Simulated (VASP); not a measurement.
# Ti (P6_3/mmc) in VASP: a series of runs

Ti is run at these levels: PBE; tasks: single point.

Program: VASP 6.6.1. These are calculated values, not measurements. Logs are shortened: lines on timing, memory, paths and dates and some standing lists are left out, and cuts for length are marked.

## 1. The cell of the first run

It takes space group P6_3/mmc (No. 194, hexagonal). Conventional cell: a = 3.038 Å, b = 3.038 Å, c = 4.686 Å, α = 90.00°, β = 90.00°, γ = 120.00°. Ti (site symmetry -6m2) has 12 Ti at 2.93 to 3.04 Å within 3.9 Å.

## 2. Single point, PBE (strain +0.0300 x Voigt [1, 1, 0, 0, 0, 0])

INCAR

```
PREC     = Accurate       # precision mode
ENCUT    = 520            # plane-wave cutoff, eV
EDIFF    = 1E-6           # SCF threshold, eV
ISMEAR   = 0              # smearing method
SIGMA    = 0.15           # smearing width, eV
LREAL    = False          # projectors in reciprocal space
LASPH    = True           # aspherical terms in the spheres
NELM     = 80             # most SCF steps
ALGO     = Fast           # electronic algorithm
ISIF     = 2              # what is computed and relaxed
LWAVE    = False          # write WAVECAR
LCHARG   = True           # write CHGCAR
GGA      = PE             # functional
LELF     = True           # ELF
LVHAR    = True         
NBANDS   = 19             # bands
```

KPOINTS

```
regular mesh
0
Gamma
  18 18 10
```

POSCAR

```
Ti
1.0
    3.0384977962      0.0000000000      0.0000000000
   -1.5192488981      2.6314162809      0.0000000000
    0.0000000000      0.0000000000      4.6860000000
Ti
2
Direct
    0.3333333333      0.6666666667      0.2500000000
    0.6666666667      0.3333333333      0.7500000000
```

Potentials or basis: VASP PAW PBE potentials, release 64 (Ti_sv).

The run is started by

```sh
cat potpaw_PBE.64/Ti_sv/POTCAR > POTCAR
mpirun -np 1 vasp_std > vasp.out
```

OUTCAR:

```text
PREC = Accurate
   ENCUT = 520
   EDIFF = 1E-6
   ISMEAR = 0
   LREAL = False
   LASPH = True
   NELM = 80
   ISIF = 2
   GGA = PE

 ion  position               nearest neighbor table
   1  0.333  0.667  0.250-
   2  0.667  0.333  0.750-

  LATTYP: Found a hexagonal cell.
 ALAT       =     3.0384977962
 C/A-ratio  =     1.5422094450

  Lattice vectors:

 A1 = (   3.0384977962,   0.0000000000,   0.0000000000)
 A2 = (  -1.5192488981,   2.6314162809,   0.0000000000)
 A3 = (   0.0000000000,   0.0000000000,   4.6860000000)

Analysis of symmetry for initial positions (statically):
=====================================================================
 Subroutine PRICEL returns:
 Original cell was already a primitive cell.

 Routine SETGRP: Setting up the symmetry group for a
 hexagonal supercell.

 Subroutine GETGRP returns: Found 24 space group operations
 (whereof 12 operations were pure point group operations)
 out of a pool of 24 trial point group operations.

The static configuration has the point symmetry D_3d.
 The point group associated with its full space group is D_6h.

Analysis of symmetry for dynamics (positions and initial velocities):
=====================================================================
 Subroutine PRICEL returns:
 Original cell was already a primitive cell.

 Routine SETGRP: Setting up the symmetry group for a
 hexagonal supercell.

 Subroutine GETGRP returns: Found 24 space group operations
 (whereof 12 operations were pure point group operations)
 out of a pool of 24 trial point group operations.

The dynamic configuration has the point symmetry D_3d.
 The point group associated with its full space group is D_6h.

 Subroutine INISYM returns: Found 24 space group operations
 (whereof 12 operations are pure point group operations),
 and found     1 'primitive' translations

----------------------------------------------------------------------------------------

                                     Primitive cell

  volume of cell :      37.4672

  direct lattice vectors                    reciprocal lattice vectors
     3.038497796  0.000000000  0.000000000     0.329109997  0.190011745  0.000000000
    -1.519248898  2.631416281  0.000000000     0.000000000  0.380023490  0.000000000
     0.000000000  0.000000000  4.686000000     0.000000000  0.000000000  0.213401622

  length of vectors
     3.038497796  3.038497796  4.686000000     0.380023490  0.380023490  0.213401622

  position of ions in fractional coordinates (direct lattice)
     0.333333333  0.666666667  0.250000000
     0.666666667  0.333333333  0.750000000

  ion indices of the primitive-cell ions
   primitive index   ion index
                 1           1
                 2           2

----------------------------------------------------------------------------------------

 KPOINTS: regular mesh

Automatic generation of k-mesh.
 Grid dimensions read from file:
 generate k-points for:   18   18   10

 Generating k-lattice:

  Cartesian coordinates                     Fractional coordinates (reciprocal lattice)
     0.018283889  0.010556208  0.000000000     0.055555556  0.000000000  0.000000000
     0.000000000  0.021112416  0.000000000     0.000000000  0.055555556  0.000000000
     0.000000000  0.000000000  0.021340162     0.000000000  0.000000000  0.100000000

  Length of vectors
     0.021112416  0.021112416  0.021340162

  Shift w.r.t. Gamma in fractional coordinates (k-lattice)
     0.000000000  0.000000000  0.000000000

 Subroutine IBZKPT returns following result:
 ===========================================

 Found    222 irreducible k-points:

 Following reciprocal coordinates:
            Coordinates               Weight
  0.000000  0.000000  0.000000      1.000000
  0.055556 -0.000000  0.000000      6.000000
  0.111111 -0.000000  0.000000      6.000000
  0.166667 -0.000000  0.000000      6.000000
  0.222222 -0.000000  0.000000      6.000000
  0.277778 -0.000000  0.000000      6.000000
[... 16 lines left out ...]
  0.333333  0.111111  0.000000     12.000000
  0.388889  0.111111  0.000000     12.000000
 [... further k-points ...]
   k-points           NKPTS =    222   k-points in BZ     NKDIM =    222   number of bands    NBANDS=     19
   number of dos      NEDOS =    301   number of ions     NIONS =      2
   total plane-waves  NPLWV =  20736
   dimension x,y,z NGX =    24 NGY =   24 NGZ =   36
   dimension x,y,z NGXF=    48 NGYF=   48 NGZF=   72
   ions per type =               2
   NGX,Y,Z   is equivalent  to a cutoff of  13.13, 13.13, 12.77 a.u.
   NGXF,Y,Z  is equivalent  to a cutoff of  26.26, 26.26, 25.54 a.u.
 SYSTEM =  unknown system
   PREC   = accura    normal or accurate (medium, high low for compatibility)
   ISTART =      0    job   : 0-new  1-cont  2-samecut
   ICHARG =      2    charge: 1-file 2-atom 10-const
   ISPIN  =      1    spin polarized calculation?
   LNONCOLLINEAR =      F non collinear calculations
   LSORBIT =      F    spin-orbit coupling
   LASPH  =      T    aspherical Exc in radial PAW
   ENCUT  =  520.0 eV  38.22 Ry    6.18 a.u.   5.65  5.65  8.71*2*pi/ulx,y,z
   NELM   =     80;   NELMIN=  2; NELMDL= -5     # of ELM steps
   EDIFF  = 0.1E-05   stopping-criterion for ELM
   LREAL  =      F    real-space projection
   EDIFFG = 0.1E-04   stopping-criterion for IOM
   NSW    =      0    number of steps for IOM
   IBRION =     -1    ionic relax: 0-MD 1-quasi-New 2-CG
   NFREE  =      0    steps in history (QN), initial steepest desc. (CG)
   ISIF   =      2    stress and relaxation
   ISYM   =      2    0-nonsym 1-usesym 2-fastsym
   POTIM  = 0.5000    time-step for ionic-motion
   TEBEG  =    0.0;   TEEND  =   0.0 temperature during run
   PSTRESS=    0.0 pullay stress
   NELECT =      24.0000    total number of electrons
   NUPDOWN=      -1.0000    fix difference up-down
   EMIN   =  10.00;   EMAX   =-10.00  energy-range for DOS
   EFERMI =   0.00;   METHOD = LEGACY
   ISMEAR =     0;   SIGMA  =   0.15  broadening in eV -4-tet -1-fermi 0-gaus
   EFERMI_NEDOS =   21; number of points for ismear=-14 and -15
   IALGO  =     68    algorithm
   IMIX   =      4    mixing-type and parameters
     AMIX     =   0.40;   BMIX     =  1.00
     AMIX_MAG =   1.60;   BMIX_MAG =  1.00
  volume/ion in A,a.u.               =      18.73       126.42
  Fermi-wavevector in a.u.,A,eV,Ry     =   1.411221  2.666821 27.096606  1.991544
  Thomas-Fermi vector in A             =   2.533094
   LORBIT       =      0    0 simple, 1 ext, 2 COOP (PROOUT), +10 PAW based schemes
   GGA     = PE    functional components
   LHFCALC =     F    Hartree Fock is set to
   AEXX    =    0.0000 exact exchange contribution
   IVDW    =     0    specifies the selected vdW correction
   LEPSILON=     F    determine dielectric tensor
   LRPA    =     F    only Hartree local field effects (RPA)
 non-spin polarized calculation
 RMM-DIIS sequential band-by-band and
 Gauss-broadening in eV      SIGMA  =   0.15
  energy-cutoff  :      520.00
  volume of cell :       37.47
 maximum number of plane-waves:      1025
 NGX is ok and might be reduce to    24
   NGX = 11   NGY = 11   NGZ = 17

 number of electron      23.9999995 magnetization

 Free energy of the ion-electron system (eV)
  ---------------------------------------------------
  ext. energy  EPLUGINS =         0.00000000
  ---------------------------------------------------
  free energy    TOTEN  =       -15.61236974 eV

  energy without entropy =      -15.58700199  energy(sigma->0) =      -15.59968587

 E-fermi :   7.5638     XC(G=0): -11.1448

 val. band max:        7.5624366417   @ k =   0.1667  -0.0000   0.1000
 cond. band min:       7.5665004542   @ k =   0.3333   0.2222   0.3000
 fundamental gap:      0.0040638125
 Fermi energy:         7.5638255692

 k-point     1 :       0.0000    0.0000    0.0000
  band No.  band energies     occupation
      1     -49.4389      2.00000
      2     -49.3284      2.00000
      3     -25.9646      2.00000
      4     -25.4551      2.00000
      5     -25.4551      2.00000
      6     -25.3820      2.00000
[... 11 lines left out ...]
     18       8.9292      0.00000
     19      10.4186      0.00000

 k-point     2 :       0.0556   -0.0000    0.0000
  band No.  band energies     occupation
      1     -49.4367      2.00000
      2     -49.3277      2.00000
      3     -25.9593      2.00000
      4     -25.4649      2.00000
      5     -25.4586      2.00000
      6     -25.3846      2.00000
[... 11 lines left out ...]
     18       8.8854      0.00000
     19      10.4440      0.00000

 k-point     3 :       0.1111   -0.0000    0.0000
  band No.  band energies     occupation
      1     -49.4305      2.00000
      2     -49.3259      2.00000
      3     -25.9436      2.00000
      4     -25.4933      2.00000
      5     -25.4686      2.00000
      6     -25.4034      2.00000
[... 11 lines left out ...]
     18       8.9289      0.00000
     19      10.5078      0.00000

 k-point     4 :       0.1667   -0.0000    0.0000
  band No.  band energies     occupation
      1     -49.4207      2.00000
      2     -49.3234      2.00000
      3     -25.9186      2.00000
      4     -25.5371      2.00000
      5     -25.4836      2.00000
      6     -25.4482      2.00000
[... 11 lines left out ...]
     18       9.1483      0.00000
     19      10.5879      0.00000

 k-point     5 :       0.2222   -0.0000    0.0000
  band No.  band energies     occupation
      1     -49.4084      2.00000
      2     -49.3206      2.00000
      3     -25.8858      2.00000
      4     -25.5914      2.00000
      5     -25.5020      2.00000
      6     -25.5015      2.00000
[... 11 lines left out ...]
     18       9.4316      0.00000
     19      10.6660      0.00000
[... 334 lines left out ...]
      2     -49.3178      2.00000
      3     -25.8348      2.00000
      4     -25.6465      2.00000
      5     -25.5965      2.00000
      6     -25.5082      2.00000
[... 11 lines left out ...]
     18      10.0555      0.00000
     19      10.7023      0.00000

 k-point    22 :       0.2778    0.1111    0.0000
  band No.  band energies     occupation
      1     -49.3766      2.00000
      2     -49.3169      2.00000
      3     -25.7945      2.00000
      4     -25.6985      2.00000
      5     -25.6282      2.00000
      6     -25.5374      2.00000
[... 11 lines left out ...]
     18      10.4560      0.00000
     19      10.7396      0.00000

 k-point    23 :       0.3333    0.1111    0.0000
  band No.  band energies     occupation
      1     -49.3644      2.00000
      2     -49.3175      2.00000
      3     -25.7551      2.00000
      4     -25.7412      2.00000
      5     -25.6534      2.00000
      6     -25.5612      2.00000
[... 11 lines left out ...]
     18      10.7656      0.00000
     19      10.8758      0.00000

 k-point    24 :       0.3889    0.1111    0.0000
  band No.  band energies     occupation
      1     -49.3553      2.00000
      2     -49.3190      2.00000
      3     -25.7691      2.00000
      4     -25.7232      2.00000
      5     -25.6697      2.00000
      6     -25.5766      2.00000
[... 11 lines left out ...]
     18      10.7807      0.00000
     19      11.3099      0.00000

 [... further k-points ...]
[... 5 lines left out ...]
  --------------------------------------------------------------------------------------
  -------------------------------------------------------------------------------------
  Total       -1.9330475     -1.9330475     -1.3847678      0.0000000     -0.0000000      0.0000000
  in kB      -82.6613216    -82.6613216    -59.2156865      0.0000000     -0.0000000      0.0000000
  external PRESSURE =     -74.8461099 kB  Pullay stress =       0.0000000 kB

 VOLUME and BASIS-vectors are now :
 -----------------------------------------------------------------------------
  energy-cutoff  :      520.00
  volume of cell :       37.47
      direct lattice vectors                 reciprocal lattice vectors
     3.038497796  0.000000000  0.000000000     0.329109997  0.190011745  0.000000000
    -1.519248898  2.631416281  0.000000000     0.000000000  0.380023490  0.000000000
     0.000000000  0.000000000  4.686000000     0.000000000  0.000000000  0.213401622

 POSITION                                       TOTAL-FORCE (eV/Angst)
 -----------------------------------------------------------------------------------
     -0.00000      1.75428      1.17150         0.000000     -0.000000      0.000000
      1.51925      0.87714      3.51450        -0.000000      0.000000      0.000000
 -----------------------------------------------------------------------------------
    total drift:                                0.000000     -0.000000      0.000000

  FREE ENERGIE OF THE ION-ELECTRON SYSTEM (eV)
  ---------------------------------------------------
  free  energy   TOTEN  =       -15.6123697430 eV

  energy  without entropy=      -15.5870019896  energy(sigma->0) =      -15.59968587
```

Run time: 4.1 min. Hardware: 1 thread of AMD EPYC 9R45 (Zen 5), shared host; peak memory 0.21 GiB.

Results:

```yaml
Free_energy: -15.6124 eV
Pressure: -7.5 GPa
Band_gap_on_the_k_mesh: zero (band 12 reaches 8.26 eV, above the bottom of band 13 at 7.24 eV)
```

Levels at points of the mesh, in eV from the Fermi level:
```tsv
k point	band 9	band 10	band 11	band 12	band 13	band 14	band 15	band 16
(0.00, 0.00, 0.00)	-6.03	-2.49	0.69	0.69	0.82	0.97	1.18	1.18
(0.50, 0.00, 0.00)	-2.29	-1.97	-1.63	-0.78	0.34	0.65	1.17	2.94
(0.00, 0.00, 0.50)	-4.20	-4.20	0.18	0.18	0.57	0.57	0.57	0.57
(0.50, 0.00, 0.50)	-2.35	-2.35	-0.69	-0.69	1.12	1.12	1.51	1.51
```

Caveat: the cell differs from its parent crystal (strain +0.0300 x Voigt [1, 1, 0, 0, 0, 0]).

## 3. Single point, PBE (strain +0.0450 x Voigt [1, 1, 0, 0, 0, 0])

INCAR

```
PREC = Accurate
ENCUT = 520
EDIFF = 1E-6
ISMEAR = 0
SIGMA = 0.15
LREAL = False
LASPH = True
NELM = 80
ALGO = Fast
ISIF = 2
LWAVE = False
LCHARG = False
GGA = PE
NBANDS = 19
```

KPOINTS is that of step 2.

POSCAR

```
Ti
1.0
    3.0827477641      0.0000000000      0.0000000000
   -1.5413738821      2.6697378772      0.0000000000
    0.0000000000      0.0000000000      4.6860000000
Ti
2
Direct
    0.3333333333      0.6666666667      0.2500000000
    0.6666666667      0.3333333333      0.7500000000
```

Potentials or basis: VASP PAW PBE potentials, release 64 (Ti_sv).

The run is started by

```sh
cat potpaw_PBE.64/Ti_sv/POTCAR > POTCAR
mpirun -np 1 vasp_std > vasp.out
```

Run time: 4.1 min. Hardware: 1 thread of AMD EPYC 9R45 (Zen 5), shared host; peak memory 0.22 GiB.

It converged, with:

```yaml
Free_energy: -15.5478 eV
Pressure: -9.6 GPa
Band_gap_on_the_k_mesh: zero (band 12 reaches 7.98 eV, above the bottom of band 13 at 6.97 eV)
```

Stress tensor (GPa, compression positive):
```
-10.71   0.00   0.00
  0.00 -10.71   0.00
  0.00   0.00  -7.29
```

Levels at points of the mesh, in eV from the Fermi level:
```csv
k point,band 10,band 11,band 12,band 13,band 14,band 15
"(0.00, 0.00, 0.00)",-2.41,0.66,0.66,0.88,1.01,1.15
"(0.50, 0.00, 0.00)",-1.90,-1.55,-0.84,0.28,0.66,1.18
"(0.00, 0.00, 0.50)",-4.13,0.22,0.22,0.51,0.51,0.51
"(0.50, 0.00, 0.50)",-2.28,-0.64,-0.64,1.06,1.06,1.42
```

Caveat: the cell differs from its parent crystal (strain +0.0450 x Voigt [1, 1, 0, 0, 0, 0]).
